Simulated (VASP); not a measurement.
# SiNi (NiAs type) (P6_3/mmc) in VASP: a series of runs, part 2 of 2

VASP 6.6.1. The steps go on from the part before.

**3. Single point, PBE (volume scaled by 0.94)**

Contents of INCAR:

```
  PREC = Accurate
  ENCUT = 520
  EDIFF = 1E-6
  ISMEAR = -1
  SIGMA = 0.1
  LREAL = F
  LASPH = T
  NELM = 60
  ALGO = Normal
  ISIF = 2
  LWAVE = F
  LCHARG = T
  GGA = PE
  LELF = T
  LVHAR = T
  NBANDS = 22
```

Contents of KPOINTS:

```
regular mesh
0
Gamma
  11 11 6
```

Contents of POSCAR:

```
SiNi
1.0
    3.4337784395      0.0000000000      0.0000000000
   -1.7168892198      2.9737393595      0.0000000000
    0.0000000000      0.0000000000      4.7388246230
Ni Si
2 2
Direct
    0.0000000000      0.0000000000      0.0000000000
    0.0000000000      0.0000000000      0.5000000000
    0.3333333333      0.6666666667      0.2500000000
    0.6666666667      0.3333333333      0.7500000000
```

Potentials or basis: VASP PAW PBE potentials, release 64 (Ni, Si).

Command:

```sh
cat potpaw_PBE.64/Ni/POTCAR potpaw_PBE.64/Si/POTCAR > POTCAR
mpirun -np 1 vasp_std > vasp.out
```

OUTCAR:

```text
PREC = Accurate
   ENCUT = 520
   EDIFF = 1E-6
   ISMEAR = -1
   LREAL = F
   LASPH = T
   NELM = 60
   ISIF = 2
   GGA = PE

 ion  position               nearest neighbor table
   1  0.000  0.000  0.000-   3 2.31   4 2.31   3 2.31   4 2.31   4 2.31   3 2.31   2 2.37   2 2.37

   2  0.000  0.000  0.500-   3 2.31   4 2.31   3 2.31   4 2.31   4 2.31   3 2.31   1 2.37   1 2.37

   3  0.333  0.667  0.250-   1 2.31   2 2.31   1 2.31   2 2.31   1 2.31   2 2.31   4 3.09   4 3.09
                             4 3.09   4 3.09   4 3.09   4 3.09
   4  0.667  0.333  0.750-   1 2.31   2 2.31   1 2.31   2 2.31   1 2.31   2 2.31   3 3.09   3 3.09
                             3 3.09   3 3.09   3 3.09   3 3.09

  LATTYP: Found a hexagonal cell.
 ALAT       =     3.4337784395
 C/A-ratio  =     1.3800612668

  Lattice vectors:

 A1 = (   3.4337784395,   0.0000000000,   0.0000000000)
 A2 = (  -1.7168892198,   2.9737393595,   0.0000000000)
 A3 = (   0.0000000000,   0.0000000000,   4.7388246230)

Analysis of symmetry for initial positions (statically):
=====================================================================
 Subroutine PRICEL returns:
 Original cell was already a primitive cell.

 Routine SETGRP: Setting up the symmetry group for a
 hexagonal supercell.

 Subroutine GETGRP returns: Found 24 space group operations
 (whereof 12 operations were pure point group operations)
 out of a pool of 24 trial point group operations.

The static configuration has the point symmetry D_3d.
 The point group associated with its full space group is D_6h.

Analysis of symmetry for dynamics (positions and initial velocities):
=====================================================================
 Subroutine PRICEL returns:
 Original cell was already a primitive cell.

 Routine SETGRP: Setting up the symmetry group for a
 hexagonal supercell.

 Subroutine GETGRP returns: Found 24 space group operations
 (whereof 12 operations were pure point group operations)
 out of a pool of 24 trial point group operations.

The dynamic configuration has the point symmetry D_3d.
 The point group associated with its full space group is D_6h.

 Subroutine INISYM returns: Found 24 space group operations
 (whereof 12 operations are pure point group operations),
 and found     1 'primitive' translations

----------------------------------------------------------------------------------------

                                     Primitive cell

  volume of cell :      48.3889

  direct lattice vectors                    reciprocal lattice vectors
     3.433778440  0.000000000  0.000000000     0.291224381  0.168138475  0.000000000
    -1.716889220  2.973739360  0.000000000     0.000000000  0.336276949  0.000000000
     0.000000000  0.000000000  4.738824623     0.000000000  0.000000000  0.211022791

  length of vectors
     3.433778440  3.433778439  4.738824623     0.336276949  0.336276949  0.211022791

  position of ions in fractional coordinates (direct lattice)
     0.000000000  0.000000000  0.000000000
     0.000000000  0.000000000  0.500000000
     0.333333333  0.666666667  0.250000000
     0.666666667  0.333333333  0.750000000

  ion indices of the primitive-cell ions
   primitive index   ion index
                 1           1
                 2           2
                 3           3
                 4           4

----------------------------------------------------------------------------------------

 KPOINTS: regular mesh

Automatic generation of k-mesh.
 Grid dimensions read from file:
 generate k-points for:   11   11    6

 Generating k-lattice:

  Cartesian coordinates                     Fractional coordinates (reciprocal lattice)
     0.026474944  0.015285316  0.000000000     0.090909091  0.000000000  0.000000000
     0.000000000  0.030570632  0.000000000     0.000000000  0.090909091  0.000000000
     0.000000000  0.000000000  0.035170465     0.000000000  0.000000000  0.166666667

  Length of vectors
     0.030570632  0.030570632  0.035170465

  Shift w.r.t. Gamma in fractional coordinates (k-lattice)
     0.000000000  0.000000000  0.000000000

 Subroutine IBZKPT returns following result:
 ===========================================

 Found     64 irreducible k-points:

 Following reciprocal coordinates:
            Coordinates               Weight
  0.000000  0.000000  0.000000      1.000000
  0.090909 -0.000000  0.000000      6.000000
  0.181818 -0.000000  0.000000      6.000000
  0.272727 -0.000000  0.000000      6.000000
  0.363636 -0.000000  0.000000      6.000000
  0.454545 -0.000000  0.000000      6.000000
[... 16 lines left out ...]
  0.090909  0.090909  0.166667     12.000000
  0.181818  0.090909  0.166667     24.000000
 [... further k-points ...]
   k-points           NKPTS =     64   k-points in BZ     NKDIM =     64   number of bands    NBANDS=     22
   number of dos      NEDOS =    301   number of ions     NIONS =      4
   total plane-waves  NPLWV =  28224
   dimension x,y,z NGX =    28 NGY =   28 NGZ =   36
   dimension x,y,z NGXF=    56 NGYF=   56 NGZF=   72
   ions per type =               2   2
   NGX,Y,Z   is equivalent  to a cutoff of  13.56, 13.56, 12.63 a.u.
   NGXF,Y,Z  is equivalent  to a cutoff of  27.11, 27.11, 25.26 a.u.
 SYSTEM =  unknown system
   PREC   = accura    normal or accurate (medium, high low for compatibility)
   ISTART =      0    job   : 0-new  1-cont  2-samecut
   ICHARG =      2    charge: 1-file 2-atom 10-const
   ISPIN  =      1    spin polarized calculation?
   LNONCOLLINEAR =      F non collinear calculations
   LSORBIT =      F    spin-orbit coupling
   LASPH  =      T    aspherical Exc in radial PAW
   ENCUT  =  520.0 eV  38.22 Ry    6.18 a.u.   6.38  6.38  8.81*2*pi/ulx,y,z
   NELM   =     60;   NELMIN=  2; NELMDL= -5     # of ELM steps
   EDIFF  = 0.1E-05   stopping-criterion for ELM
   LREAL  =      F    real-space projection
   EDIFFG = 0.1E-04   stopping-criterion for IOM
   NSW    =      0    number of steps for IOM
   IBRION =     -1    ionic relax: 0-MD 1-quasi-New 2-CG
   NFREE  =      0    steps in history (QN), initial steepest desc. (CG)
   ISIF   =      2    stress and relaxation
   ISYM   =      2    0-nonsym 1-usesym 2-fastsym
   POTIM  = 0.5000    time-step for ionic-motion
   TEBEG  =    0.0;   TEEND  =   0.0 temperature during run
   PSTRESS=    0.0 pullay stress
   NELECT =      28.0000    total number of electrons
   NUPDOWN=      -1.0000    fix difference up-down
   EMIN   =  10.00;   EMAX   =-10.00  energy-range for DOS
   EFERMI =   0.00;   METHOD = LEGACY
   ISMEAR =    -1;   SIGMA  =   0.10  broadening in eV -4-tet -1-fermi 0-gaus
   EFERMI_NEDOS =   21; number of points for ismear=-14 and -15
   IALGO  =     38    algorithm
   IMIX   =      4    mixing-type and parameters
     AMIX     =   0.40;   BMIX     =  1.00
     AMIX_MAG =   1.60;   BMIX_MAG =  1.00
  volume/ion in A,a.u.               =      12.10        81.64
  Fermi-wavevector in a.u.,A,eV,Ry     =   1.364203  2.577969 25.321109  1.861049
  Thomas-Fermi vector in A             =   2.490539
   LORBIT       =      0    0 simple, 1 ext, 2 COOP (PROOUT), +10 PAW based schemes
   GGA     = PE    functional components
   LHFCALC =     F    Hartree Fock is set to
   AEXX    =    0.0000 exact exchange contribution
   IVDW    =     0    specifies the selected vdW correction
   LEPSILON=     F    determine dielectric tensor
   LRPA    =     F    only Hartree local field effects (RPA)
 non-spin polarized calculation
  energy-cutoff  :      520.00
  volume of cell :       48.39
 maximum number of plane-waves:      1326
 NGX is ok and might be reduce to    28
   NGX = 13   NGY = 13   NGZ = 17

 number of electron      27.9999989 magnetization

 Free energy of the ion-electron system (eV)
  ---------------------------------------------------
  ext. energy  EPLUGINS =         0.00000000
  ---------------------------------------------------
  free energy    TOTEN  =       -23.33171458 eV

  energy without entropy =      -23.27454933  energy(sigma->0) =      -23.30313195

 E-fermi :  10.1835     XC(G=0): -12.1736

 val. band max:       10.1353033970   @ k =   0.1818   0.1818   0.5000
 cond. band min:      10.2206997910   @ k =   0.1818  -0.0000   0.0000
 fundamental gap:      0.0853963940
 Fermi energy:        10.1834716363

 k-point     1 :       0.0000    0.0000    0.0000
  band No.  band energies     occupation
      1      -2.4353      2.00000
      2       3.4106      2.00000
      3       3.7633      2.00000
      4       5.8411      2.00000
      5       5.8411      2.00000
      6       6.0944      2.00000
[... 574 lines left out ...]
      6       6.2036      2.00000
[... 14 lines left out ...]
     21      18.8154      0.00000
     22      19.2186      0.00000

 [... further k-points ...]
[... 5 lines left out ...]
  --------------------------------------------------------------------------------------
  -------------------------------------------------------------------------------------
  Total        3.4306264      3.4306264      3.5130350     -0.0000000      0.0000000      0.0000000
  in kB      113.5895020    113.5895020    116.3180873     -0.0000000      0.0000000      0.0000000
  external PRESSURE =     114.4990304 kB  Pullay stress =       0.0000000 kB

 VOLUME and BASIS-vectors are now :
 -----------------------------------------------------------------------------
  energy-cutoff  :      520.00
  volume of cell :       48.39
      direct lattice vectors                 reciprocal lattice vectors
     3.433778440  0.000000000  0.000000000     0.291224381  0.168138475  0.000000000
    -1.716889220  2.973739360  0.000000000     0.000000000  0.336276949  0.000000000
     0.000000000  0.000000000  4.738824623     0.000000000  0.000000000  0.211022791

 POSITION                                       TOTAL-FORCE (eV/Angst)
 -----------------------------------------------------------------------------------
      0.00000      0.00000      0.00000         0.000000      0.000000     -0.000000
      0.00000      0.00000      2.36941         0.000000      0.000000     -0.000000
     -0.00000      1.98249      1.18471        -0.000000     -0.000000      0.000000
      1.71689      0.99125      3.55412        -0.000000      0.000000     -0.000000
 -----------------------------------------------------------------------------------
    total drift:                               -0.000000      0.000000      0.000000

  FREE ENERGIE OF THE ION-ELECTRON SYSTEM (eV)
  ---------------------------------------------------
  free  energy   TOTEN  =       -23.3317145807 eV

  energy  without entropy=      -23.2745493273  energy(sigma->0) =      -23.30313195
```

OSZICAR:

```text
N       E                     dE             d eps       ncg     rms          rms(c)
DAV:   1     0.149344363470E+03    0.14934E+03   -0.12414E+04  2840   0.146E+03
DAV:   2    -0.179043173510E+02   -0.16725E+03   -0.15797E+03  2870   0.285E+02
DAV:   3    -0.264662843354E+02   -0.85620E+01   -0.83829E+01  3354   0.778E+01
DAV:   4    -0.266635771172E+02   -0.19729E+00   -0.19700E+00  3270   0.108E+01
DAV:   5    -0.266703630379E+02   -0.67859E-02   -0.67844E-02  3556   0.211E+00    0.199E+01
DAV:   6    -0.308478602142E+02   -0.41775E+01   -0.49626E+01  3242   0.141E+02    0.245E+01
DAV:   7    -0.233377052094E+02    0.75102E+01   -0.19837E+01  3218   0.885E+01    0.337E+00
DAV:   8    -0.233856172711E+02   -0.47912E-01   -0.15403E+00  4072   0.116E+01    0.262E+00
DAV:   9    -0.233325730191E+02    0.53044E-01   -0.16331E-01  3336   0.709E+00    0.445E-01
DAV:  10    -0.233320280351E+02    0.54498E-03   -0.71030E-03  3934   0.112E+00    0.279E-01
DAV:  11    -0.233317153519E+02    0.31268E-03   -0.10483E-03  3948   0.548E-01    0.603E-02
DAV:  12    -0.233317228924E+02   -0.75404E-05   -0.79617E-05  3530   0.656E-02    0.218E-02
DAV:  13    -0.233317145609E+02    0.83314E-05   -0.11249E-05  4278   0.551E-02    0.690E-03
DAV:  14    -0.233317145807E+02   -0.19813E-07   -0.24313E-06  2520   0.101E-02
   1 F= -.23331715E+02 E0= -.23303132E+02  d E =-.571653E-01
```

Wall time 47 s (1 thread of AMD EPYC 9R45 (Zen 5), shared host); peak memory 0.17 GiB.

Results:

```yaml
Free_energy: -23.3317 eV
Pressure: 11.4 GPa
Band_gap_on_the_k_mesh: zero (band 14 reaches 13.89 eV, above the bottom of band 15 at 8.66 eV)
```

 Spin polarisation is off, so any magnetic state and its effect on volume and gap are missing.

**4. Single point, PBE (volume scaled by 0.94)**

Contents of INCAR:

```
SYSTEM = SiNi
PREC = Accurate ; ENCUT = 520
EDIFF = 1E-7 ; ISMEAR = -1
SIGMA = 0.1 ; LREAL = .False.
LASPH = .True. ; NELM = 100
ALGO = Normal ; ISIF = 2
LWAVE = .False. ; LCHARG = .False.
GGA = PE ; NBANDS = 22
```

Contents of KPOINTS:

```
Automatic mesh
0
Gamma
  11 11 6
  0 0 0
```

POSCAR is that of step 3.

Command:

```sh
cat potpaw_PBE.64/Ni/POTCAR potpaw_PBE.64/Si/POTCAR > POTCAR
mpirun -np 1 vasp_std > vasp.out
```

It took 47 s on 1 thread of AMD EPYC 9R45 (Zen 5), shared host; peak memory 0.17 GiB.

It converged, with:

```
Free energy            : -23.3317 eV
Pressure               : 11.5 GPa
Band gap on the k mesh : zero (band 14 reaches 13.89 eV, above the bottom of band 15 at 8.66 eV)
```

Stress tensor (GPa, compression positive):
```
11.43  0.00  0.00
 0.00 11.43  0.00
 0.00  0.00 11.69
```

Levels at points of the mesh, in eV from the Fermi level:
| k point | band 12 | band 13 | band 14 | band 15 | band 16 | band 17 |
| --- | --- | --- | --- | --- | --- | --- |
| (0.00, 0.00, 0.00) | -1.60 | 0.35 | 2.51 | 2.51 | 4.95 | 4.95 |
| (0.00, 0.00, 0.50) | -2.66 | 2.48 | 2.48 | 4.54 | 4.54 | 4.54 |

 Spin polarisation is off, so any magnetic state and its effect on volume and gap are missing.
